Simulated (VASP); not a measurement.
# GaSb (I-4m2) in VASP: a series of runs

The runs below take GaSb through single point, with PBEsol.

Program: VASP 6.6.1. These are calculated values, not measurements. Logs are shortened: lines on timing, memory, paths and dates and some standing lists are left out, and cuts for length are marked.

**1. The cell of the first run**

It takes space group I-4m2 (No. 119, tetragonal). The conventional cell has a = 4.326 Å, b = 4.326 Å, c = 6.026 Å, α = 90.00°, β = 90.00°, γ = 90.00°. Ga (site symmetry -4m2) has 4 Sb at 2.64 Å within 3.5 Å. Sb (site symmetry -4m2) has 4 Ga at 2.64 Å within 3.5 Å.

**2. Single point, PBEsol (strain -0.0150 x Voigt [1, 0, 0, 0, 0, 0])**

Contents of INCAR:

```
SYSTEM = GaSb
PREC = Accurate
ENCUT = 520
EDIFF = 1E-6
ISMEAR = 0
SIGMA = 0.15
LREAL = .False.
LASPH = .True.
NELM = 100
ALGO = Normal
ISIF = 2
LWAVE = .False.
LCHARG = .True.
GGA = PS
LELF = .True.
LVHAR = .True.
NBANDS = 16
```

Contents of KPOINTS:

```
regular mesh
0
Gamma
  14 14 14
  0 0 0
```

Contents of POSCAR:

```
GaSb
1.0
    0.0000000000      3.0590000000      3.0590000000
    3.0131150000      0.0000000000      3.0590000000
    3.0131150000      3.0590000000      0.0000000000
Ga Sb
1 1
Direct
    0.0000000000      0.0000000000      0.0000000000
    0.7500000000      0.7500000000      0.7500000000
```

Potentials or basis: VASP PAW PBE potentials, release 64 (Ga_d, Sb).

The run is started by

```bash
$ cat potpaw_PBE.64/Ga_d/POTCAR potpaw_PBE.64/Sb/POTCAR > POTCAR
$ mpirun -np 1 vasp_std > vasp.out
```

OUTCAR:

```text
SYSTEM = GaSb
   PREC = Accurate
   ENCUT = 520
   EDIFF = 1E-6
   ISMEAR = 0
   LREAL = .False.
   LASPH = .True.
   NELM = 100
   ISIF = 2
   GGA = PS

 ion  position               nearest neighbor table
   1  0.000  0.000  0.000-   2 2.64   2 2.64   2 2.64   2 2.64
   2  0.750  0.750  0.750-   1 2.64   1 2.64   1 2.64   1 2.64

  LATTYP: Found a body centered tetragonal cell.
 ALAT       =     4.3260792873
 C/A-ratio  =     1.3930003589

  Lattice vectors:

 A1 = (  -3.0131150000,   0.0000000000,  -3.0590000000)
 A2 = (  -3.0131150000,   0.0000000000,   3.0590000000)
 A3 = (   3.0131150000,   3.0590000000,   0.0000000000)

Analysis of symmetry for initial positions (statically):
=====================================================================
 Subroutine PRICEL returns:
 Original cell was already a primitive cell.

 Routine SETGRP: Setting up the symmetry group for a
 body centered tetragonal supercell.

 Subroutine GETGRP returns: Found  8 space group operations
 (whereof  8 operations were pure point group operations)
 out of a pool of 16 trial point group operations.

The static configuration has the point symmetry D_2d.

Analysis of symmetry for dynamics (positions and initial velocities):
=====================================================================
 Subroutine PRICEL returns:
 Original cell was already a primitive cell.

 Routine SETGRP: Setting up the symmetry group for a
 body centered tetragonal supercell.

 Subroutine GETGRP returns: Found  8 space group operations
 (whereof  8 operations were pure point group operations)
 out of a pool of 16 trial point group operations.

The dynamic configuration has the point symmetry D_2d.

 Subroutine INISYM returns: Found  8 space group operations
 (whereof  8 operations are pure point group operations),
 and found     1 'primitive' translations

----------------------------------------------------------------------------------------

                                     Primitive cell

  volume of cell :      56.3903

  direct lattice vectors                    reciprocal lattice vectors
     0.000000000  3.059000000  3.059000000    -0.165941227  0.163452109  0.163452109
     3.013115000  0.000000000  3.059000000     0.165941227 -0.163452109  0.163452109
     3.013115000  3.059000000  0.000000000     0.165941227  0.163452109 -0.163452109

  length of vectors
     4.326079287  4.293756281  4.293756281     0.284551708  0.284551708  0.284551708

  position of ions in fractional coordinates (direct lattice)
     0.000000000  0.000000000  0.000000000
     0.750000000  0.750000000  0.750000000

[... 77 lines left out ...]
   LREAL  =      F    real-space projection
   EDIFFG = 0.1E-04   stopping-criterion for IOM
   NSW    =      0    number of steps for IOM
   IBRION =     -1    ionic relax: 0-MD 1-quasi-New 2-CG
   NFREE  =      0    steps in history (QN), initial steepest desc. (CG)
   ISIF   =      2    stress and relaxation
   ISYM   =      2    0-nonsym 1-usesym 2-fastsym
   POTIM  = 0.5000    time-step for ionic-motion
   TEBEG  =    0.0;   TEEND  =   0.0 temperature during run
   PSTRESS=    0.0 pullay stress
   NELECT =      18.0000    total number of electrons
   NUPDOWN=      -1.0000    fix difference up-down
   EMIN   =  10.00;   EMAX   =-10.00  energy-range for DOS
   EFERMI =   0.00;   METHOD = LEGACY
   ISMEAR =     0;   SIGMA  =   0.15  broadening in eV -4-tet -1-fermi 0-gaus
   EFERMI_NEDOS =   21; number of points for ismear=-14 and -15
   IALGO  =     38    algorithm
   IMIX   =      4    mixing-type and parameters
     AMIX     =   0.40;   BMIX     =  1.00
     AMIX_MAG =   1.60;   BMIX_MAG =  1.00
  volume/ion in A,a.u.               =      28.20       190.27
  Fermi-wavevector in a.u.,A,eV,Ry     =   1.118830  2.114282 17.031509  1.251781
  Thomas-Fermi vector in A             =   2.255464
   LORBIT       =      0    0 simple, 1 ext, 2 COOP (PROOUT), +10 PAW based schemes
   GGA     = PS    functional components
   LHFCALC =     F    Hartree Fock is set to
   AEXX    =    0.0000 exact exchange contribution
   IVDW    =     0    specifies the selected vdW correction
   LEPSILON=     F    determine dielectric tensor
   LRPA    =     F    only Hartree local field effects (RPA)
 non-spin polarized calculation
 Gauss-broadening in eV      SIGMA  =   0.15
  energy-cutoff  :      520.00
  volume of cell :       56.39
 maximum number of plane-waves:      1544
   NGX = 17   NGY = 15   NGZ = 15

 number of electron      17.9999986 magnetization

 Free energy of the ion-electron system (eV)
  ---------------------------------------------------
  ext. energy  EPLUGINS =         0.00000000
  ---------------------------------------------------
  free energy    TOTEN  =        -8.15273993 eV

  energy without entropy =       -8.15256824  energy(sigma->0) =       -8.15265408

 E-fermi :   5.0268     XC(G=0):  -9.3333

 val. band max:        4.9823687021   @ k =   0.0000   0.0000   0.0000
 cond. band min:       5.2608768534   @ k =   0.5000   0.0000   0.0000
 fundamental gap:      0.2785081513
 Fermi energy:         5.0267974759

 k-point     1 :       0.0000    0.0000    0.0000
  band No.  band energies     occupation
      1     -10.1419      2.00000
      2     -10.1419      2.00000
      3     -10.1399      2.00000
      4     -10.0893      2.00000
      5     -10.0877      2.00000
      6      -6.7245      2.00000
[... 433 lines left out ...]
      3     -10.1306      2.00000
      4     -10.0916      2.00000
      5     -10.0875      2.00000
      6      -5.9702      2.00000
[... 8 lines left out ...]
     15      13.1550      0.00000
     16      13.6947      0.00000

 [... further k-points ...]

------------------------ aborting loop because EDIFF is reached ----------------------------------------

  FORCE on cell =-STRESS in cart. coord.  units (eV):
  Direction    XX          YY          ZZ          XY          YZ          ZX
  --------------------------------------------------------------------------------------
  -------------------------------------------------------------------------------------
  Total        0.4076830      0.1798611      0.1798611      0.0000000      0.0000000     -0.0000000
  in kB       11.5832003      5.1102627      5.1102627      0.0000000      0.0000000     -0.0000000
  external PRESSURE =       7.2679085 kB  Pullay stress =       0.0000000 kB

 VOLUME and BASIS-vectors are now :
 -----------------------------------------------------------------------------
  energy-cutoff  :      520.00
  volume of cell :       56.39
      direct lattice vectors                 reciprocal lattice vectors
     0.000000000  3.059000000  3.059000000    -0.165941227  0.163452109  0.163452109
     3.013115000  0.000000000  3.059000000     0.165941227 -0.163452109  0.163452109
     3.013115000  3.059000000  0.000000000     0.165941227  0.163452109 -0.163452109

 POSITION                                       TOTAL-FORCE (eV/Angst)
 -----------------------------------------------------------------------------------
      0.00000      0.00000      0.00000         0.000000     -0.000000     -0.000000
      4.51967      4.58850      4.58850        -0.000000      0.000000      0.000000
 -----------------------------------------------------------------------------------
    total drift:                                0.000001     -0.000001     -0.000001

  FREE ENERGIE OF THE ION-ELECTRON SYSTEM (eV)
  ---------------------------------------------------
  free  energy   TOTEN  =        -8.1527399297 eV

  energy  without entropy=       -8.1525682353  energy(sigma->0) =       -8.15265408
```

Wall time 3.6 min (1 thread of Intel Xeon 8259CL, shared host); peak memory 0.35 GiB.

Results:

```yaml
Free_energy: -8.1527 eV
Pressure: 0.7 GPa
Band_gap_on_the_k_mesh: 0.04 eV
```

Caveat: the cell differs from its parent crystal (strain -0.0150 x Voigt [1, 0, 0, 0, 0, 0]); the smearing spreads over this small gap; semilocal functionals underestimate gaps, and a narrow one can read as zero; the PAW data sets were made with another functional, which shifts forces and pressure a little; spin-orbit coupling is left out, which moves the levels of the heavy elements. A k mesh can miss the band edges.

**3. Single point, PBEsol (strain +0.0150 x Voigt [1, 0, 0, 0, 0, 0])**

Contents of INCAR:

```
  PREC = Accurate
  ENCUT = 520
  EDIFF = 1E-7
  ISMEAR = 0
  SIGMA = 0.15
  LREAL = False
  LASPH = True
  NELM = 100
  ALGO = Normal
  ISIF = 2
  LWAVE = False
  LCHARG = False
  GGA = PS
  NBANDS = 16
```

Contents of KPOINTS:

```
regular mesh
0
Gamma
  14 14 14
```

Contents of POSCAR:

```
GaSb
1.0
    0.0000000000      3.0590000000      3.0590000000
    3.1048850000      0.0000000000      3.0590000000
    3.1048850000      3.0590000000      0.0000000000
Ga Sb
1 1
Direct
    0.0000000000      0.0000000000      0.0000000000
    0.7500000000      0.7500000000      0.7500000000
```

Potentials or basis: VASP PAW PBE potentials, release 64 (Ga_d, Sb).

The run is started by

```bash
$ cat potpaw_PBE.64/Ga_d/POTCAR potpaw_PBE.64/Sb/POTCAR > POTCAR
$ mpirun -np 1 vasp_std > vasp.out
```

Wall time 3.8 min (1 thread of Intel Xeon 8259CL, shared host); peak memory 0.36 GiB.

It converged, with:

```yaml
Free_energy: -8.1521 eV
Pressure: -0.8 GPa
Band_gap_on_the_k_mesh: zero (filled and empty bands touch)
```

Stress tensor (GPa, compression positive):
```
-1.26  0.00  0.00
 0.00 -0.59  0.00
 0.00  0.00 -0.59
```

Levels at points of the mesh, in eV from the Fermi level:
```tsv
k point	band 6	band 7	band 8	band 9	band 10	band 11	band 12	band 13
(0.00, 0.00, 0.00)	-11.52	-0.23	-0.18	-0.09	-0.09	2.63	2.63	2.67
(0.50, 0.00, 0.00)	-9.93	-6.44	-1.31	-1.20	0.19	3.56	3.64	6.21
(0.50, 0.50, 0.00)	-9.10	-6.86	-2.69	-2.68	0.70	1.04	8.43	8.45
(0.00, 0.50, 0.50)	-9.15	-6.93	-2.60	-2.60	0.81	1.13	8.44	8.44
```

Caveat: the cell differs from its parent crystal (strain +0.0150 x Voigt [1, 0, 0, 0, 0, 0]); semilocal functionals underestimate gaps, and a narrow one can read as zero; the PAW data sets were made with another functional, which shifts forces and pressure a little; spin-orbit coupling is left out, which moves the levels of the heavy elements.

The gap in the log of VASP goes by the Fermi energy; the results here count the filled bands.